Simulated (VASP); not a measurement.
Wanted: the native input for a VASP 6.6.1 run.

```yaml
Task: single point
Functional: PBE
Potentials_or_basis: VASP PAW PBE potentials, release 64 (As, Ga_d)
Cutoff: 520 eV
k_mesh: 8 × 8 × 8
Occupations: gaussian, width 0.05 eV
Spin: no spin polarisation
Dipole_correction: no
Further_INCAR_settings: ALGO = Normal; EDIFF = 1e-06; NBANDS = 16
```

The structure of GaAs lies in POSCAR:

```
GaAs
1.0
    0.0000000000      2.8268500000      2.8268500000
    2.8268500000      0.0000000000      2.8268500000
    2.8268500000      2.8268500000      0.0000000000
As Ga
1 1
Direct
    0.7500000000      0.7500000000      0.7500000000
    0.0000000000      0.0000000000      0.0000000000
```

The input as run:

INCAR

```
PREC = Accurate
ENCUT = 520
EDIFF = 1E-6
ISMEAR = 0
SIGMA = 0.05
LREAL = F
LASPH = T
NELM = 80
ALGO = Normal
ISIF = 2
LWAVE = F
LCHARG = F
GGA = PE
NBANDS = 16
```

KPOINTS

```
regular mesh
0
Gamma
  8 8 8
```

Potentials or basis: VASP PAW PBE potentials, release 64 (As, Ga_d).

The run is started by

```bash
$ cat potpaw_PBE.64/As/POTCAR potpaw_PBE.64/Ga_d/POTCAR > POTCAR
$ mpirun -np 1 vasp_std > vasp.out
```

Results of the run:

```yaml
Pressure: 3.4 GPa
Band_gap_on_the_k_mesh: 0.52 eV, direct
```

It took 29 s on 1 thread of Intel Xeon 8259CL (shared host), peak memory 0.18 GiB.
